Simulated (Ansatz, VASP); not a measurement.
**One calculation of TiO, two programs**

File POSCAR:

```
TiO
1.0
    4.6864678931      0.0000000000      0.0000000000
   -2.3432339466      4.0586002495      0.0000000000
    0.0000000000      0.0000000000      3.2357591529
Ti O
3 3
Direct
    0.6666666667      0.3333333333      0.5000000000
    0.3333333333      0.6666666667      0.5000000000
    0.0000000000      0.0000000000      0.0000000000
    0.6057670848      0.6057670848      0.0000000000
    0.3942329152      0.0000000000      0.0000000000
    0.0000000000      0.3942329152      0.0000000000
```

Contents of INCAR.step1:

```
PREC = Accurate
ENCUT = 520
ISMEAR = 0
SIGMA = 0.15
LREAL = False
LASPH = True
NELM = 80
NBANDS = 36
GGA = PE
ALGO = Normal
EDIFF = 1E-4
LWAVE = True
LCHARG = False
```

File INCAR.step2:

```
PREC = Accurate
ENCUT = 520
EDIFF = 1E-6
ISMEAR = 0
SIGMA = 0.15
LREAL = False
LASPH = True
NELM = 80
ALGO = Normal
ISIF = 2
LWAVE = False
LCHARG = False
METAGGA = R2SCAN
LMIXTAU = True
NBANDS = 36
ISTART = 1
```

File KPOINTS:

```
Automatic mesh
0
Gamma
  12 12 18
```

Input for Ansatz:

```yaml
crystal:
  lattice:
    - [4.6864678931, 0.0, 0.0]
    - [-2.3432339466, 4.0586002495, 0.0]
    - [0.0, 0.0, 3.2357591529]
  atoms:
    - { symbol: Ti, position: [0.6666666667, 0.3333333333, 0.5] }
    - { symbol: Ti, position: [0.3333333333, 0.6666666667, 0.5] }
    - { symbol: Ti, position: [0.0, 0.0, 0.0] }
    - { symbol: O, position: [0.6057670848, 0.6057670848, 0.0] }
    - { symbol: O, position: [0.3942329152, 0.0, 0.0] }
    - { symbol: O, position: [0.0, 0.3942329152, 0.0] }
basis:
  ecutwfc: 500
kpoints:
  mp_grid: { grid: [12, 12, 18] }
hamiltonian:
  xc: r2scan
scf:
  occupations: { method: gaussian, width: 0.15 }
output:
  forces: true
  stress: true
  eigenvalues: true
```

Alike in both runs: task single point; functional r2SCAN; k mesh 12 × 12 × 18; occupations gaussian, width 0.15 eV; no spin polarisation.

|  | VASP | Ansatz |
| --- | --- | --- |
| version | VASP 6.6.1 | Ansatz 0.2.0 |
| potentials or method | VASP PAW PBE potentials, release 64 (Ti_sv, O), cutoff 520 eV | scalar-relativistic, plane waves, PAW |
| valence electrons in the cell | 54 | 54 |

```tsv
	VASP	Ansatz	Ansatz less VASP
gap on the k mesh at the Fermi level (eV)	0.30	0.31	+0.009
least direct gap on the mesh (eV)	0.41	0.41	+0.001
pressure (GPa)	6.4	4.8	-1.63
traceless stress, the component that is largest in VASP (GPa)	-35.25	-35.07	+0.174
rms of the force components (eV/Å)	0.380	0.343	-0.0362
```

VASP's potentials were made for PBE, not for r2SCAN. Atom by atom the forces differ by 0.036 eV/Å (rms over components).
